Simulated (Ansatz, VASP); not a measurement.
**SiC: VASP beside Ansatz**

The input INCAR:

```
SYSTEM = SiC
PREC = Accurate ; ENCUT = 520
EDIFF = 1E-6 ; ISMEAR = 0
SIGMA = 0.05 ; LREAL = .FALSE.
LASPH = .TRUE. ; NELM = 100
ALGO = Normal ; ISIF = 2
LWAVE = .FALSE. ; LCHARG = .FALSE.
GGA = PE ; NBANDS = 16
```

The input KPOINTS:

```
regular mesh
0
G
  12 12 6
  0 0 0
```

The input POSCAR:

```
SiC
1.0
    3.0759982064      0.0000000000      0.0000000000
   -1.5379991032      2.6638925888      0.0000000000
    0.0000000000      0.0000000000      5.0480000000
Si C
2 2
Direct
    0.3333333333      0.6666666667      0.0000000000
    0.6666666667      0.3333333333      0.5000000000
    0.3536519408      0.6666666667      0.3850000000
    0.6666666667      0.3333333333      0.8850000000
```

Input for Ansatz:

```yaml
crystal:
  lattice:
    - [3.0759982064, 0.0, 0.0]
    - [-1.5379991032, 2.6638925888, 0.0]
    - [0.0, 0.0, 5.048]
  atoms:
    - { symbol: Si, position: [0.3333333333, 0.6666666667, 0.0] }
    - { symbol: Si, position: [0.6666666667, 0.3333333333, 0.5] }
    - { symbol: C, position: [0.3536519408, 0.6666666667, 0.385] }
    - { symbol: C, position: [0.6666666667, 0.3333333333, 0.885] }
basis:
  ecutwfc: 420
kpoints:
  mp_grid: { grid: [12, 12, 6] }
hamiltonian:
  xc: pbe
scf:
  occupations: { method: gaussian, width: 0.05 }
output:
  forces: true
  stress: true
  eigenvalues: true
```

Alike in both runs: task single point; functional PBE; k mesh 12 × 12 × 6; occupations gaussian, width 0.05 eV; no spin polarisation.

```csv
,VASP,Ansatz
version,VASP 6.6.1,Ansatz 0.2.0
potentials or method,"VASP PAW PBE potentials, release 64 (Si, C), cutoff 520 eV","scalar-relativistic, plane waves, PAW"
valence electrons in the cell,16,16
```

```csv
,VASP,Ansatz,Ansatz less VASP
gap on the k mesh at the Fermi level (eV),2.29,2.29,+0.003
least direct gap on the mesh (eV),4.02,4.02,+0.005
pressure (GPa),3.9,4.0,+0.05
"traceless stress, the component that is largest in VASP (GPa)",-3.43,-3.45,-0.022
rms of the force components (eV/Å),0.693,0.694,+0.0002
```

Atom by atom the forces differ by 0.000 eV/Å (rms over components).
